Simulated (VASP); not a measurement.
PbSe (Clausthalite):

```
CELL_PARAMETERS angstrom
0.00000 2.99817 2.99817
2.99817 0.00000 2.99817
2.99817 2.99817 0.00000
ATOMIC_POSITIONS crystal
Pb 0.00000 0.00000 0.00000
Se 0.50000 0.50000 0.50000
```

Base run:

```yaml
Program: VASP 6.6.1
Functional: RPBE
Potentials_or_basis: VASP PAW PBE potentials, release 64 (Pb_d, Se)
Cutoff: 520 eV
k_mesh: 8 × 8 × 8
Occupations: fermi-dirac, width 0.05 eV
Spin: no spin polarisation
```

Its results: band gap on the k mesh 0.14 eV, direct; pressure 8.3 GPa.

Problem. The run is repeated on the same cell with these changes: functional from RPBE to r2SCAN; dispersion from none to rVV10. What comes out?

Solution. Band gap on the k mesh 0.30 eV, direct; pressure 4.8 GPa.

Several settings changed at once, so the effect can't be laid on one alone.

Caveats: the PAW data sets were made with another functional, which shifts forces and pressure a little; spin-orbit coupling is left out, which moves the levels of the heavy elements.

A k mesh can miss the band edges.
